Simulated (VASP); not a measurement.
# B (R-3m) in VASP: further runs

The runs below take B through electric field gradients, with LDA.

Everything below comes from runs of VASP 6.6.1. Logs are shortened: lines on timing, memory, paths and dates and some standing lists are left out, and cuts for length are marked.

### 1 The cell of the first run

Symmetry: R-3m, No. 166, trigonal system. The conventional cell has a = 2.843 Å, b = 2.843 Å, c = 6.964 Å, α = 90.00°, β = 90.00°, γ = 120.00°. Within 2.2 Å of B (site symmetry 3m) lie 4 B at 1.69 to 1.92 Å.

### 2 Electric field gradients, LDA (shortest bond scaled by 1.1)

INCAR reads:

```
SYSTEM = B
PREC = Accurate ; ENCUT = 520
EDIFF = 1E-8 ; ISMEAR = -1
SIGMA = 0.05 ; LREAL = .False.
LASPH = .True. ; NELM = 100
ALGO = Normal ; ISIF = 2
LWAVE = .False. ; LCHARG = .False.
GGA = CA ; LEFG = .True.
NBANDS = 10
```

KPOINTS reads:

```
regular mesh
0
Gamma
  13 13 13
  0 0 0
```

POSCAR reads:

```
B
1.0
    0.0000000000      2.0103628793      2.0103628793
    2.0103628793      0.0000000000      2.0103628793
    2.0103628793      2.0103628793      0.0000000000
B
2
Direct
   -0.0875000000     -0.1375000000     -0.1375000000
    0.0875000000      0.1375000000      0.1375000000
```

Potentials or basis: VASP PAW LDA potentials, release 64 (B).

On the command line:

```sh
$ cat potpaw_LDA.64/B/POTCAR > POTCAR
$ mpirun -np 1 vasp_std > vasp.out
```

OUTCAR:

```text
SYSTEM = B
   PREC = Accurate
   ENCUT = 520
   EDIFF = 1E-8
   ISMEAR = -1
   LREAL = .False.
   LASPH = .True.
   NELM = 100
   ISIF = 2
   GGA = CA

 ion  position               nearest neighbor table
   1  0.913  0.862  0.862-   2 1.69   2 1.69   2 1.69   2 1.92
   2  0.087  0.138  0.138-   1 1.69   1 1.69   1 1.69   1 1.92

  LATTYP: Found a face centered cubic cell.
 ALAT       =     4.0207257586

  Lattice vectors:

 A1 = (   0.0000000000,   2.0103628793,   2.0103628793)
 A2 = (   2.0103628793,   0.0000000000,   2.0103628793)
 A3 = (   2.0103628793,   2.0103628793,   0.0000000000)

Analysis of symmetry for initial positions (statically):
=====================================================================
 Subroutine PRICEL returns:
 Original cell was already a primitive cell.

 Routine SETGRP: Setting up the symmetry group for a
 face centered cubic supercell.

 Subroutine GETGRP returns: Found 12 space group operations
 (whereof  4 operations were pure point group operations)
 out of a pool of 48 trial point group operations.

The static configuration has the point symmetry C_2h.
 The point group associated with its full space group is D_3d.

Analysis of symmetry for dynamics (positions and initial velocities):
=====================================================================
 Subroutine PRICEL returns:
 Original cell was already a primitive cell.

 Routine SETGRP: Setting up the symmetry group for a
 face centered cubic supercell.

 Subroutine GETGRP returns: Found 12 space group operations
 (whereof  4 operations were pure point group operations)
 out of a pool of 48 trial point group operations.

The dynamic configuration has the point symmetry C_2h.
 The point group associated with its full space group is D_3d.

 Subroutine INISYM returns: Found 12 space group operations
 (whereof  4 operations are pure point group operations),
 and found     1 'primitive' translations

----------------------------------------------------------------------------------------

                                     Primitive cell

  volume of cell :      16.2500

  direct lattice vectors                    reciprocal lattice vectors
     0.000000000  2.010362879  2.010362879    -0.248711317  0.248711317  0.248711317
[... 128 lines left out ...]
  ext. energy  EPLUGINS =         0.00000000
  ---------------------------------------------------
  free energy    TOTEN  =       -12.86667577 eV

  energy without entropy =      -12.85912844  energy(sigma->0) =      -12.86290210

 E-fermi :   4.0314     XC(G=0): -11.3937

 val. band max:        4.0129148548   @ k =   0.3077   0.2308   0.0000
 cond. band min:       4.0378751968   @ k =   0.1538   0.0769   0.4615
 fundamental gap:      0.0249603420
 Fermi energy:         4.0313811309

 k-point     1 :       0.0000    0.0000    0.0000
  band No.  band energies     occupation
      1      -8.8730      2.00000
      2       7.2575      0.00000
      3       7.2575      0.00000
      4      10.1348      0.00000
      5      10.7291      0.00000
      6      13.0580      0.00000
      7      13.0580      0.00000
      8      21.0062      0.00000
      9      22.7994      0.00000
     10      27.0793      0.00000
[... 287 lines left out ...]
 k-point    24 :       0.3846    0.0769    0.0000
  band No.  band energies     occupation
      1      -5.9430      2.00000
      2       0.2011      2.00000
      3       5.2292      0.00000
      4       5.5831      0.00000
      5      13.6687      0.00000
      6      14.8469      0.00000
      7      16.1487      0.00000
      8      19.2952      0.00000
      9      24.8905      0.00000
     10      26.2363      0.00000

 [... further k-points ...]
[... 5 lines left out ...]
  --------------------------------------------------------------------------------------
  -------------------------------------------------------------------------------------
  Total        0.0959509      0.0959509      0.0959509      0.7997281     -0.7997281      0.7997281
  in kB        9.4603256      9.4603256      9.4603256     78.8496191    -78.8496191     78.8496191
  external PRESSURE =       9.4603256 kB  Pullay stress =       0.0000000 kB

 VOLUME and BASIS-vectors are now :
 -----------------------------------------------------------------------------
  energy-cutoff  :      520.00
  volume of cell :       16.25
      direct lattice vectors                 reciprocal lattice vectors
     0.000000000  2.010362879  2.010362879    -0.248711317  0.248711317  0.248711317
     2.010362879  0.000000000  2.010362879     0.248711317 -0.248711317  0.248711317
     2.010362879  2.010362879  0.000000000     0.248711317  0.248711317 -0.248711317

 POSITION                                       TOTAL-FORCE (eV/Angst)
 -----------------------------------------------------------------------------------
      3.46788      3.56839      3.56839         0.310728     -0.310728     -0.310728
      0.55285      0.45233      0.45233        -0.310728      0.310728      0.310728
 -----------------------------------------------------------------------------------
    total drift:                               -0.000000      0.000000     -0.000000

  FREE ENERGIE OF THE ION-ELECTRON SYSTEM (eV)
  ---------------------------------------------------
  free  energy   TOTEN  =       -12.8666757657 eV

  energy  without entropy=      -12.8591284359  energy(sigma->0) =      -12.86290210

 Electric field gradients (V/A^2)
---------------------------------------------------------------------
 ion       V_xx      V_yy      V_zz      V_xy      V_xz      V_yz
---------------------------------------------------------------------
   1       0.000    -0.000    -0.000    -7.991    -7.991     7.991
   2       0.000    -0.000    -0.000    -7.991    -7.991     7.991
---------------------------------------------------------------------

 Electric field gradients after diagonalization (V/A^2)
 (convention: |V_zz| > |V_xx| > |V_yy|)
----------------------------------------------------------------------
 ion       V_xx      V_yy      V_zz     asymmetry (V_yy - V_xx)/ V_zz
----------------------------------------------------------------------
   1      -7.991    -7.991    15.982       0.000
   2      -7.991    -7.991    15.982       0.000
----------------------------------------------------------------------

           NMR quadrupolar parameters

 Cq : quadrupolar parameter    Cq=e*Q*V_zz/h
 eta: asymmetry parameters     (V_yy - V_xx)/ V_zz
 Q  : nuclear electric quadrupole moment in mb (millibarn)
----------------------------------------------------------------------
 ion       Cq(MHz)       eta       Q (mb)
----------------------------------------------------------------------
   1       0.039       0.000       1.000
   2       0.039       0.000       1.000
----------------------------------------------------------------------
```

OSZICAR:

```text
N       E                     dE             d eps       ncg     rms          rms(c)
DAV:   1    -0.259108343036E+01   -0.25911E+01   -0.28520E+03  4684   0.523E+02
DAV:   2    -0.130794331854E+02   -0.10488E+02   -0.99497E+01  6040   0.842E+01
DAV:   3    -0.132432139317E+02   -0.16378E+00   -0.16283E+00  5706   0.803E+00
DAV:   4    -0.132433738405E+02   -0.15991E-03   -0.15990E-03  5178   0.257E-01
DAV:   5    -0.132433739123E+02   -0.71820E-07   -0.72210E-07  5360   0.599E-03    0.345E+00
DAV:   6    -0.129612892998E+02    0.28208E+00   -0.17929E-01  5200   0.220E+00    0.185E+00
DAV:   7    -0.128674539722E+02    0.93835E-01   -0.17864E-01  5478   0.224E+00    0.330E-01
DAV:   8    -0.128667066061E+02    0.74737E-03   -0.52637E-03  5002   0.454E-01    0.505E-02
DAV:   9    -0.128666759842E+02    0.30622E-04   -0.27812E-04  5350   0.911E-02    0.265E-02
DAV:  10    -0.128666757695E+02    0.21467E-06   -0.11863E-05  5110   0.268E-02    0.326E-03
DAV:  11    -0.128666757570E+02    0.12487E-07   -0.13609E-07  5450   0.244E-03    0.159E-03
DAV:  12    -0.128666757657E+02   -0.86822E-08   -0.12193E-08  4912   0.715E-04
   1 F= -.12866676E+02 E0= -.12862902E+02  d E =-.754733E-02
```

Run time: 21 s. Hardware: 1 thread of Intel Xeon 6975P-C, shared host; peak memory 0.14 GiB.

Results:

* Free energy: -12.8667 eV
* Pressure: 0.9 GPa
* Largest force: 0.538 eV/Å
* Band gap on the k mesh: zero (band 3 reaches 7.26 eV, above the bottom of band 4 at 1.17 eV)

Forces in eV/Å, atoms in the order of the input:
```
B    0.311 -0.311 -0.311
B   -0.311  0.311  0.311
```

Stress tensor (GPa, compression positive):
```
 0.95  7.88  7.88
 7.88  0.95 -7.88
 7.88 -7.88  0.95
```

Electric field gradients, principal values (V/Å²):
| atom | least | middle | greatest (by size) |
| --- | --- | --- | --- |
| 1 B | -7.991 | -7.991 | 15.982 |
| 2 B | -7.991 | -7.991 | 15.982 |

Caveat: the cell differs from its parent crystal (shortest bond scaled by 1.1); without QUAD_EFG the Cq values of the log hold for a quadrupole moment of 1 mb, not for the nuclei.

### 3 Electric field gradients, LDA (shortest bond scaled by 1.1)

INCAR reads:

```
PREC     = Accurate       # precision mode
ENCUT    = 520            # plane-wave cutoff, eV
EDIFF    = 1E-8           # SCF threshold, eV
ISMEAR   = -1             # smearing method
SIGMA    = 0.05           # smearing width, eV
LREAL    = False          # projectors in reciprocal space
LASPH    = True           # aspherical terms in the spheres
NELM     = 80             # most SCF steps
ALGO     = Normal         # electronic algorithm
ISIF     = 2              # what is computed and relaxed
LWAVE    = False          # write WAVECAR
LCHARG   = False          # write CHGCAR
GGA      = CA             # functional
LEFG     = True         
NBANDS   = 10             # bands
```

KPOINTS reads:

```
Automatic mesh
0
Gamma
  13 13 13
```

POSCAR is that of step 2.

Potentials or basis: VASP PAW LDA potentials, release 64 (B).

On the command line:

```sh
$ cat potpaw_LDA.64/B/POTCAR > POTCAR
$ mpirun -np 1 vasp_std > vasp.out
```

OUTCAR:

```text
PREC = Accurate
   ENCUT = 520
   EDIFF = 1E-8
   ISMEAR = -1
   LREAL = False
   LASPH = True
   NELM = 80
   ISIF = 2
   GGA = CA

 ion  position               nearest neighbor table
   1  0.913  0.862  0.862-   2 1.69   2 1.69   2 1.69   2 1.92
   2  0.087  0.138  0.138-   1 1.69   1 1.69   1 1.69   1 1.92

  LATTYP: Found a face centered cubic cell.
 ALAT       =     4.0207257586

  Lattice vectors:

 A1 = (   0.0000000000,   2.0103628793,   2.0103628793)
 A2 = (   2.0103628793,   0.0000000000,   2.0103628793)
 A3 = (   2.0103628793,   2.0103628793,   0.0000000000)

Analysis of symmetry for initial positions (statically):
=====================================================================
 Subroutine PRICEL returns:
 Original cell was already a primitive cell.

 Routine SETGRP: Setting up the symmetry group for a
 face centered cubic supercell.

 Subroutine GETGRP returns: Found 12 space group operations
[... 501 lines left out ...]
  volume of cell :       16.25
      direct lattice vectors                 reciprocal lattice vectors
     0.000000000  2.010362879  2.010362879    -0.248711317  0.248711317  0.248711317
     2.010362879  0.000000000  2.010362879     0.248711317 -0.248711317  0.248711317
     2.010362879  2.010362879  0.000000000     0.248711317  0.248711317 -0.248711317

 POSITION                                       TOTAL-FORCE (eV/Angst)
 -----------------------------------------------------------------------------------
      3.46788      3.56839      3.56839         0.310728     -0.310728     -0.310728
      0.55285      0.45233      0.45233        -0.310728      0.310728      0.310728
 -----------------------------------------------------------------------------------
    total drift:                               -0.000000      0.000000     -0.000000

  FREE ENERGIE OF THE ION-ELECTRON SYSTEM (eV)
  ---------------------------------------------------
  free  energy   TOTEN  =       -12.8666757657 eV

  energy  without entropy=      -12.8591284359  energy(sigma->0) =      -12.86290210

 Electric field gradients (V/A^2)
---------------------------------------------------------------------
 ion       V_xx      V_yy      V_zz      V_xy      V_xz      V_yz
---------------------------------------------------------------------
   1       0.000    -0.000    -0.000    -7.991    -7.991     7.991
   2       0.000    -0.000    -0.000    -7.991    -7.991     7.991
---------------------------------------------------------------------

 Electric field gradients after diagonalization (V/A^2)
 (convention: |V_zz| > |V_xx| > |V_yy|)
----------------------------------------------------------------------
 ion       V_xx      V_yy      V_zz     asymmetry (V_yy - V_xx)/ V_zz
----------------------------------------------------------------------
   1      -7.991    -7.991    15.982       0.000
   2      -7.991    -7.991    15.982       0.000
----------------------------------------------------------------------

           NMR quadrupolar parameters

 Cq : quadrupolar parameter    Cq=e*Q*V_zz/h
 eta: asymmetry parameters     (V_yy - V_xx)/ V_zz
 Q  : nuclear electric quadrupole moment in mb (millibarn)
----------------------------------------------------------------------
 ion       Cq(MHz)       eta       Q (mb)
----------------------------------------------------------------------
   1       0.039       0.000       1.000
   2       0.039       0.000       1.000
----------------------------------------------------------------------
```

OSZICAR:

```text
N       E                     dE             d eps       ncg     rms          rms(c)
DAV:   1    -0.259108343036E+01   -0.25911E+01   -0.28520E+03  4684   0.523E+02
DAV:   2    -0.130794331854E+02   -0.10488E+02   -0.99497E+01  6040   0.842E+01
DAV:   3    -0.132432139317E+02   -0.16378E+00   -0.16283E+00  5706   0.803E+00
DAV:   4    -0.132433738405E+02   -0.15991E-03   -0.15990E-03  5178   0.257E-01
DAV:   5    -0.132433739123E+02   -0.71820E-07   -0.72210E-07  5360   0.599E-03    0.345E+00
DAV:   6    -0.129612892998E+02    0.28208E+00   -0.17929E-01  5200   0.220E+00    0.185E+00
DAV:   7    -0.128674539722E+02    0.93835E-01   -0.17864E-01  5478   0.224E+00    0.330E-01
DAV:   8    -0.128667066061E+02    0.74737E-03   -0.52637E-03  5002   0.454E-01    0.505E-02
DAV:   9    -0.128666759842E+02    0.30622E-04   -0.27812E-04  5350   0.911E-02    0.265E-02
DAV:  10    -0.128666757695E+02    0.21467E-06   -0.11863E-05  5110   0.268E-02    0.326E-03
DAV:  11    -0.128666757570E+02    0.12487E-07   -0.13609E-07  5450   0.244E-03    0.159E-03
DAV:  12    -0.128666757657E+02   -0.86822E-08   -0.12193E-08  4912   0.715E-04
   1 F= -.12866676E+02 E0= -.12862902E+02  d E =-.754733E-02
```

Run time: 22 s. Hardware: 1 thread of Intel Xeon 6975P-C, shared host; peak memory 0.14 GiB.

Results:

| Item | Value |
| --- | --- |
| Free energy | -12.8667 eV |
| Pressure | 0.9 GPa |
| Largest force | 0.538 eV/Å |
| Band gap on the k mesh | zero (band 3 reaches 7.26 eV, above the bottom of band 4 at 1.17 eV) |

Forces on the atoms (eV/Å):
```
B    0.311 -0.311 -0.311
B   -0.311  0.311  0.311
```

Electric field gradients, principal values (V/Å²):
```tsv
atom	least	middle	greatest (by size)
1 B	-7.991	-7.991	15.982
2 B	-7.991	-7.991	15.982
```

Caveat: the cell differs from its parent crystal (shortest bond scaled by 1.1); without QUAD_EFG the Cq values of the log hold for a quadrupole moment of 1 mb, not for the nuclei.

(Continued in part 2 of 3.)
